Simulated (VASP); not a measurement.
# P (I4_1/amd) in VASP: a series of runs

The runs below take P through single point, relaxation of cell and atoms, with PBE.

All numbers are computed with VASP 6.6.1; they aren't measurements. Logs are shortened: lines on timing, memory, paths and dates and some standing lists are left out, and cuts for length are marked.

### 1 The cell of the first run

It takes space group I4_1/amd (No. 141, tetragonal). The conventional cell has a = 4.599 Å, b = 4.599 Å, c = 7.117 Å, α = 90.00°, β = 90.00°, γ = 90.00°. P (site symmetry 2/m) has 6 P at 2.30 to 2.41 Å within 3.0 Å.

### 2 Single point, PBE

Input file INCAR:

```
SYSTEM = P
PREC = Accurate ; ENCUT = 520
EDIFF = 1E-6 ; ISMEAR = 0
SIGMA = 0.1 ; LREAL = .False.
LASPH = .True. ; NELM = 60
ALGO = Normal ; ISIF = 2
LWAVE = .False. ; LCHARG = .False.
GGA = PE ; NBANDS = 18
```

Input file KPOINTS:

```
regular mesh
0
Gamma
  6 6 6
  0 0 0
```

Input file POSCAR:

```
P
1.0
   -2.2997332800      2.2997332800      3.5585183900
    2.2997332800     -2.2997332800      3.5585183900
    2.2997332800      2.2997332800     -3.5585183900
P
4
Direct
    0.3750000000      0.6250000000      0.7500000000
    0.8750000000      0.6250000000      0.2500000000
    0.3750000000      0.1250000000      0.7500000000
    0.3750000000      0.6250000000      0.2500000000
```

Potentials or basis: VASP PAW PBE potentials, release 64 (P).

Command:

```bash
$ cat potpaw_PBE.64/P/POTCAR > POTCAR
$ mpirun -np 1 vasp_std > vasp.out
```

OUTCAR:

```text
SYSTEM = P
   PREC = Accurate
   ENCUT = 520
   EDIFF = 1E-6
   ISMEAR = 0
   LREAL = .False.
   LASPH = .True.
   NELM = 60
   ISIF = 2
   GGA = PE

 ion  position               nearest neighbor table
   1  0.375  0.625  0.750-   2 2.30   2 2.30   4 2.41   4 2.41   3 2.41   3 2.41
   2  0.875  0.625  0.250-   1 2.30   1 2.30   4 2.41   4 2.41   3 2.41   3 2.41
   3  0.375  0.125  0.750-   4 2.30   4 2.30   1 2.41   1 2.41   2 2.41   2 2.41
   4  0.375  0.625  0.250-   3 2.30   3 2.30   1 2.41   1 2.41   2 2.41   2 2.41

  LATTYP: Found a body centered tetragonal cell.
 ALAT       =     4.5994665600
 C/A-ratio  =     1.5473613488

  Lattice vectors:

 A1 = (  -2.2997332800,   2.2997332800,   3.5585183900)
 A2 = (   2.2997332800,  -2.2997332800,   3.5585183900)
 A3 = (   2.2997332800,   2.2997332800,  -3.5585183900)

Analysis of symmetry for initial positions (statically):
=====================================================================
 Subroutine PRICEL returns:
 Original cell was already a primitive cell.

 Routine SETGRP: Setting up the symmetry group for a
 body centered tetragonal supercell.

 Subroutine GETGRP returns: Found 16 space group operations
 (whereof  8 operations were pure point group operations)
 out of a pool of 16 trial point group operations.

The static configuration has the point symmetry D_2d.
 The point group associated with its full space group is D_4h.

Analysis of symmetry for dynamics (positions and initial velocities):
=====================================================================
 Subroutine PRICEL returns:
 Original cell was already a primitive cell.

 Routine SETGRP: Setting up the symmetry group for a
 body centered tetragonal supercell.

 Subroutine GETGRP returns: Found 16 space group operations
 (whereof  8 operations were pure point group operations)
 out of a pool of 16 trial point group operations.

The dynamic configuration has the point symmetry D_2d.
 The point group associated with its full space group is D_4h.

 Subroutine INISYM returns: Found 16 space group operations
 (whereof  8 operations are pure point group operations),
 and found     1 'primitive' translations

----------------------------------------------------------------------------------------

                                     Primitive cell

  volume of cell :      75.2808

  direct lattice vectors                    reciprocal lattice vectors
    -2.299733280  2.299733280  3.558518390     0.000000000  0.217416517  0.140507915
     2.299733280 -2.299733280  3.558518390     0.217416517  0.000000000  0.140507915
     2.299733280  2.299733280 -3.558518390     0.217416517  0.217416517  0.000000000

  length of vectors
     4.820850490  4.820850490  4.820850490     0.258867565  0.258867565  0.307473387

  position of ions in fractional coordinates (direct lattice)
     0.375000000  0.625000000  0.750000000
     0.875000000  0.625000000  0.250000000
     0.375000000  0.125000000  0.750000000
     0.375000000  0.625000000  0.250000000

  ion indices of the primitive-cell ions
   primitive index   ion index
                 1           1
                 2           2
                 3           3
                 4           4

----------------------------------------------------------------------------------------

 KPOINTS: regular mesh

Automatic generation of k-mesh.
 Grid dimensions read from file:
 generate k-points for:    6    6    6

 Generating k-lattice:

  Cartesian coordinates                     Fractional coordinates (reciprocal lattice)
     0.000000000  0.036236086  0.023417986     0.166666667 -0.000000000  0.000000000
     0.036236086  0.000000000  0.023417986    -0.000000000  0.166666667  0.000000000
     0.036236086  0.036236086  0.000000000     0.000000000  0.000000000  0.166666667

  Length of vectors
     0.043144594  0.043144594  0.051245565

  Shift w.r.t. Gamma in fractional coordinates (k-lattice)
     0.000000000  0.000000000  0.000000000

 Subroutine IBZKPT returns following result:
 ===========================================

 Found     30 irreducible k-points:

 Following reciprocal coordinates:
            Coordinates               Weight
  0.000000  0.000000  0.000000      1.000000
  0.166667  0.000000  0.000000      8.000000
  0.333333  0.000000 -0.000000      8.000000
  0.500000  0.000000 -0.000000      4.000000
  0.166667  0.166667  0.000000      8.000000
  0.333333  0.166667 -0.000000     16.000000
[... 16 lines left out ...]
 -0.333333 -0.333333  0.166667      8.000000
 -0.166667 -0.333333  0.166667      8.000000
 [... further k-points ...]
   k-points           NKPTS =     30   k-points in BZ     NKDIM =     30   number of bands    NBANDS=     18
   number of dos      NEDOS =    301   number of ions     NIONS =      4
   total plane-waves  NPLWV =  46656
   dimension x,y,z NGX =    36 NGY =   36 NGZ =   36
   dimension x,y,z NGXF=    72 NGYF=   72 NGZF=   72
   ions per type =               4
   NGX,Y,Z   is equivalent  to a cutoff of  12.41, 12.41, 12.41 a.u.
   NGXF,Y,Z  is equivalent  to a cutoff of  24.83, 24.83, 24.83 a.u.
 SYSTEM =  P
   PREC   = accura    normal or accurate (medium, high low for compatibility)
   ISTART =      0    job   : 0-new  1-cont  2-samecut
   ICHARG =      2    charge: 1-file 2-atom 10-const
   ISPIN  =      1    spin polarized calculation?
   LNONCOLLINEAR =      F non collinear calculations
   LSORBIT =      F    spin-orbit coupling
   LASPH  =      T    aspherical Exc in radial PAW
   ENCUT  =  520.0 eV  38.22 Ry    6.18 a.u.   8.96  8.96  8.96*2*pi/ulx,y,z
   NELM   =     60;   NELMIN=  2; NELMDL= -5     # of ELM steps
   EDIFF  = 0.1E-05   stopping-criterion for ELM
   LREAL  =      F    real-space projection
   EDIFFG = 0.1E-04   stopping-criterion for IOM
   NSW    =      0    number of steps for IOM
   IBRION =     -1    ionic relax: 0-MD 1-quasi-New 2-CG
   NFREE  =      0    steps in history (QN), initial steepest desc. (CG)
   ISIF   =      2    stress and relaxation
   ISYM   =      2    0-nonsym 1-usesym 2-fastsym
   POTIM  = 0.5000    time-step for ionic-motion
   TEBEG  =    0.0;   TEEND  =   0.0 temperature during run
   PSTRESS=    0.0 pullay stress
   NELECT =      20.0000    total number of electrons
   NUPDOWN=      -1.0000    fix difference up-down
   EMIN   =  10.00;   EMAX   =-10.00  energy-range for DOS
   EFERMI =   0.00;   METHOD = LEGACY
   ISMEAR =     0;   SIGMA  =   0.10  broadening in eV -4-tet -1-fermi 0-gaus
   EFERMI_NEDOS =   21; number of points for ismear=-14 and -15
   IALGO  =     38    algorithm
   IMIX   =      4    mixing-type and parameters
     AMIX     =   0.40;   BMIX     =  1.00
     AMIX_MAG =   1.60;   BMIX_MAG =  1.00
  volume/ion in A,a.u.               =      18.82       127.00
  Fermi-wavevector in a.u.,A,eV,Ry     =   1.052422  1.988790 15.069719  1.107593
  Thomas-Fermi vector in A             =   2.187504
   LORBIT       =      0    0 simple, 1 ext, 2 COOP (PROOUT), +10 PAW based schemes
   GGA     = PE    functional components
   LHFCALC =     F    Hartree Fock is set to
   AEXX    =    0.0000 exact exchange contribution
   IVDW    =     0    specifies the selected vdW correction
   LEPSILON=     F    determine dielectric tensor
   LRPA    =     F    only Hartree local field effects (RPA)
 non-spin polarized calculation
 Gauss-broadening in eV      SIGMA  =   0.10
  energy-cutoff  :      520.00
  volume of cell :       75.28
 maximum number of plane-waves:      2054
   NGX = 17   NGY = 17   NGZ = 17

 number of electron      20.0000002 magnetization

 Free energy of the ion-electron system (eV)
  ---------------------------------------------------
  ext. energy  EPLUGINS =         0.00000000
  ---------------------------------------------------
  free energy    TOTEN  =       -19.19872344 eV

  energy without entropy =      -19.18363460  energy(sigma->0) =      -19.19117902

 E-fermi :   6.3750     XC(G=0):  -9.6023

 val. band max:        6.3508512809   @ k =  -0.3333   0.5000   0.1667
 cond. band min:       6.3857399309   @ k =   0.3333   0.1667  -0.0000
 fundamental gap:      0.0348886500
 Fermi energy:         6.3750480049

 k-point     1 :       0.0000    0.0000    0.0000
  band No.  band energies     occupation
      1     -10.0582      2.00000
      2      -3.5439      2.00000
      3      -2.3190      2.00000
      4      -1.0968      2.00000
      5      -1.0968      2.00000
      6       0.5176      2.00000
[... 10 lines left out ...]
     17      13.1048      0.00000
     18      13.9964      0.00000

 k-point     2 :       0.1667    0.0000    0.0000
  band No.  band energies     occupation
      1      -9.8725      2.00000
      2      -4.5537      2.00000
      3      -2.2813      2.00000
      4      -1.3065      2.00000
      5      -1.1572      2.00000
      6       1.0530      2.00000
[... 10 lines left out ...]
     17      13.0073      0.00000
     18      13.2176      0.00000

 k-point     3 :       0.3333    0.0000   -0.0000
  band No.  band energies     occupation
      1      -9.3824      2.00000
      2      -5.9689      2.00000
      3      -2.5968      2.00000
      4      -1.6026      2.00000
      5      -1.2336      2.00000
      6       1.2870      2.00000
[... 10 lines left out ...]
     17      13.0331      0.00000
     18      13.8912      0.00000

 k-point     4 :       0.5000    0.0000   -0.0000
  band No.  band energies     occupation
      1      -9.0052      2.00000
      2      -6.6868      2.00000
      3      -2.7448      2.00000
      4      -1.7177      2.00000
      5      -1.2970      2.00000
      6       1.2943      2.00000
[... 375 lines left out ...]
      4      -1.9601      2.00000
      5      -0.5380      2.00000
      6       1.4104      2.00000
[... 10 lines left out ...]
     17      12.8113      0.00000
     18      13.9775      0.00000

 k-point    23 :      -0.3333   -0.3333    0.1667
  band No.  band energies     occupation
      1      -8.9587      2.00000
      2      -6.7692      2.00000
      3      -2.8623      2.00000
      4      -2.5308      2.00000
      5       0.2352      2.00000
      6       1.2118      2.00000
[... 10 lines left out ...]
     17      13.2127      0.00000
     18      13.2353      0.00000

 k-point    24 :      -0.1667   -0.3333    0.1667
  band No.  band energies     occupation
      1      -9.4315      2.00000
      2      -5.9596      2.00000
      3      -2.4414      2.00000
      4      -1.9239      2.00000
      5      -0.5460      2.00000
      6       0.8516      2.00000
[... 10 lines left out ...]
     17      12.8083      0.00000
     18      12.8677      0.00000

 [... further k-points ...]
[... 5 lines left out ...]
  --------------------------------------------------------------------------------------
  -------------------------------------------------------------------------------------
  Total        2.1820862      2.1820862      3.3030832      0.0000000      0.0000000      0.0000000
  in kB       46.4406549     46.4406549     70.2984833      0.0000000      0.0000000      0.0000000
  external PRESSURE =      54.3932644 kB  Pullay stress =       0.0000000 kB

 VOLUME and BASIS-vectors are now :
 -----------------------------------------------------------------------------
  energy-cutoff  :      520.00
  volume of cell :       75.28
      direct lattice vectors                 reciprocal lattice vectors
    -2.299733280  2.299733280  3.558518390     0.000000000  0.217416517  0.140507915
     2.299733280 -2.299733280  3.558518390     0.217416517  0.000000000  0.140507915
     2.299733280  2.299733280 -3.558518390     0.217416517  0.217416517  0.000000000

 POSITION                                       TOTAL-FORCE (eV/Angst)
 -----------------------------------------------------------------------------------
      2.29973      1.14987      0.88963         0.000000     -0.000000      0.000000
     -0.00000      1.14987      4.44815         0.000000     -0.000000     -0.000000
      1.14987      2.29973     -0.88963        -0.000000      0.000000     -0.000000
      1.14987      0.00000      2.66889        -0.000000     -0.000000     -0.000000
 -----------------------------------------------------------------------------------
    total drift:                                0.000000     -0.000000     -0.000000

  FREE ENERGIE OF THE ION-ELECTRON SYSTEM (eV)
  ---------------------------------------------------
  free  energy   TOTEN  =       -19.1987234414 eV

  energy  without entropy=      -19.1836345991  energy(sigma->0) =      -19.19117902
```

Wall time 14 s (1 thread of Intel Xeon 6975P-C (Granite Rapids), shared host); peak memory 0.19 GiB.

Results:

- Free energy: -19.1987 eV
- Pressure: 5.4 GPa
- Band gap on the k mesh: zero (band 10 reaches 6.80 eV, above the bottom of band 11 at 6.25 eV)

Levels at points of the mesh, in eV from the Fermi level:
```tsv
k point	band 6	band 7	band 8	band 9	band 10	band 11	band 12	band 13	band 14	band 15
(0.00, 0.00, 0.00)	-5.86	-5.35	-5.35	-3.53	-2.02	0.71	3.57	4.51	4.51	6.43
(0.50, 0.00, 0.00)	-5.08	-4.35	-1.35	-0.84	-0.18	0.09	0.55	1.45	2.60	6.71
(0.50, 0.50, 0.00)	-5.99	-1.35	-1.35	-0.49	-0.49	0.35	0.35	1.60	1.60	7.33
(0.50, 0.50, 0.50)	-6.40	-0.94	-0.94	-0.68	-0.68	0.44	0.44	0.77	0.77	6.43
```

### 3 Single point, PBE

This run uses another cell than the first one, of 20.63 Å³/atom, 1.096 times its volume.

Input file INCAR:

```
  ALGO = Normal
  EDIFF = 1E-6
  ENCUT = 520
  GGA = PE
  ISIF = 2
  ISMEAR = 0
  LASPH = True
  LCHARG = False
  LREAL = False
  LWAVE = False
  NBANDS = 18
  NELM = 60
  PREC = Accurate
  SIGMA = 0.1
```

Input file KPOINTS:

```
k-points
0
Gamma
  6 6 6
```

Input file POSCAR:

```
P
1.0
   -2.3180385331      2.3180385331      3.8385055679
    2.3180385331     -2.3180385331      3.8385055679
    2.3180385331      2.3180385331     -3.8385055679
P
4
Direct
    0.3750000000      0.6250000000      0.7500000000
    0.8750000000      0.6250000000      0.2500000000
    0.3750000000      0.1250000000      0.7500000000
    0.3750000000      0.6250000000      0.2500000000
```

Potentials or basis: VASP PAW PBE potentials, release 64 (P).

Command:

```bash
$ cat potpaw_PBE.64/P/POTCAR > POTCAR
$ mpirun -np 1 vasp_std > vasp.out
```

It took 20 s on 1 thread of Intel Xeon 6975P-C (Granite Rapids), shared host; peak memory 0.22 GiB.

The run converged. Its results:

| Item | Value |
| --- | --- |
| Free energy | -19.3583 eV |
| Pressure | -0.3 GPa |
| Band gap on the k mesh | zero (band 10 reaches 5.97 eV, above the bottom of band 11 at 4.95 eV) |

Stress tensor (GPa, compression positive):
```
-0.30  0.00  0.00
 0.00 -0.30  0.00
 0.00  0.00 -0.38
```

Levels at points of the mesh, in eV from the Fermi level:
```tsv
k point	band 7	band 8	band 9	band 10	band 11	band 12	band 13	band 14
(0.00, 0.00, 0.00)	-4.58	-4.58	-3.58	-1.15	1.42	3.76	5.20	5.20
(0.50, 0.00, 0.00)	-3.52	-1.14	-1.01	0.00	0.28	0.85	1.44	3.22
(0.50, 0.50, 0.00)	-1.22	-1.22	-0.55	-0.55	0.80	0.80	1.59	1.59
(0.50, 0.50, 0.50)	-0.91	-0.91	-0.42	-0.42	0.13	0.13	0.94	0.94
```

### 4 Relaxation of cell and atoms, PBE

Input file INCAR:

```
ALGO = Normal
EDIFF = 1E-7
EDIFFG = -0.04
ENCUT = 600
GGA = PE
IBRION = 2
ISIF = 3
ISMEAR = 0
LASPH = T
LCHARG = F
LREAL = F
LWAVE = F
NELM = 100
NSW = 90
PREC = Accurate
SIGMA = 0.1
```

KPOINTS is that of step 3.

Input file POSCAR:

```
P
1.0
   -2.2997332800      2.2997332800      3.5585183900
    2.2997332800     -2.2997332800      3.5585183900
    2.2997332800      2.2997332800     -3.5585183900
P
4
Direct
    0.3750000000      0.6250000000      0.7500000000
    0.8750000000      0.6250000000      0.2500000000
    0.3750000000      0.1250000000      0.7500000000
    0.3750000000      0.6250000000      0.2500000000
```

Command:

```bash
$ cat potpaw_PBE.64/P/POTCAR > POTCAR
$ mpirun -np 1 vasp_std > vasp.out
```

It took 92 s on 1 thread of Intel Xeon 6975P-C (Granite Rapids), shared host; peak memory 0.24 GiB.

The run converged. Its results:

```
Free energy                            : -19.3584 eV
Relaxed volume                         : 20.53 Å³/atom
Relaxed cell                           : a = 5.039 Å, b = 5.039 Å, c = 5.039 Å, α = 125.30°, β = 125.30°, γ = 81.04°
Space group after relaxing (to 0.05 Å) : I4_1/amd (No. 141)
Energy gained by relaxing              : 39.8 meV/atom
Ionic steps                            : 8
Pressure after relaxing                : 0.0 GPa
Band gap on the k mesh                 : zero (band 10 reaches 6.03 eV, above the bottom of band 11 at 5.01 eV)
```

The path:
```tsv
step	energy change (eV)	largest force (eV/Å)	pressure (GPa)	volume (Å³)
1	0.0000	0.0000	5.45	75.28
2	-0.1103	0.0000	-0.74	82.47
3	-0.1108	0.0000	-0.41	82.01
4	-0.1465	0.0000	-0.66	82.68
5	-0.1556	0.0000	-0.84	83.09
6	-0.1559	0.0000	-0.87	83.17
7	-0.1584	0.0000	0.39	81.64
8	-0.1590	0.0000	0.00	82.10
```

Final structure:
```xyz
4
Lattice="-2.3149 2.3149 3.8301 2.3149 -2.3149 3.8301 2.3149 2.3149 -3.8301" Properties=species:S:1:pos:R:3 pbc="T T T"
P     2.3149    1.1575    0.9575
P     0.0000    1.1575    4.7876
P     1.1575    2.3149   -0.9575
P     1.1575    0.0000    2.8726
```

Levels at points of the mesh, in eV from the Fermi level:
| k point | band 7 | band 8 | band 9 | band 10 | band 11 | band 12 | band 13 | band 14 |
| --- | --- | --- | --- | --- | --- | --- | --- | --- |
| (0.00, 0.00, 0.00) | -4.61 | -4.61 | -3.59 | -1.17 | 1.39 | 3.74 | 5.18 | 5.18 |
| (0.50, 0.00, 0.00) | -3.54 | -1.15 | -1.01 | 0.00 | 0.27 | 0.85 | 1.46 | 3.19 |
| (0.50, 0.50, 0.00) | -1.23 | -1.23 | -0.56 | -0.56 | 0.80 | 0.80 | 1.61 | 1.61 |
| (0.50, 0.50, 0.50) | -0.92 | -0.92 | -0.43 | -0.43 | 0.15 | 0.15 | 0.94 | 0.94 |

### 5 Overview

| task | cell | cutoff (eV) | gap on the mesh (eV) | pressure (GPa) |
| --- | --- | --- | --- | --- |
| single point | a = 4.821 Å, angles 123.0, 123.0, 84.9°, 4 atoms | 520 | none | 5.4 |
| single point | a = 5.048 Å, angles 125.3, 125.3, 81.0°, 4 atoms | 520 | none | -0.3 |
| relaxation of cell and atoms | relaxed from a = 4.821 Å, angles 123.0, 123.0, 84.9°, 4 atoms | 600 | none | 0.0 |

Alike in all rows: level PBE; potentials or basis VASP PAW PBE potentials, release 64 (P); no spin polarisation; k mesh 6 × 6 × 6; smearing gaussian 0.1 eV.

Total energies depend on the potentials used, so only differences within one code and one set of settings carry meaning.
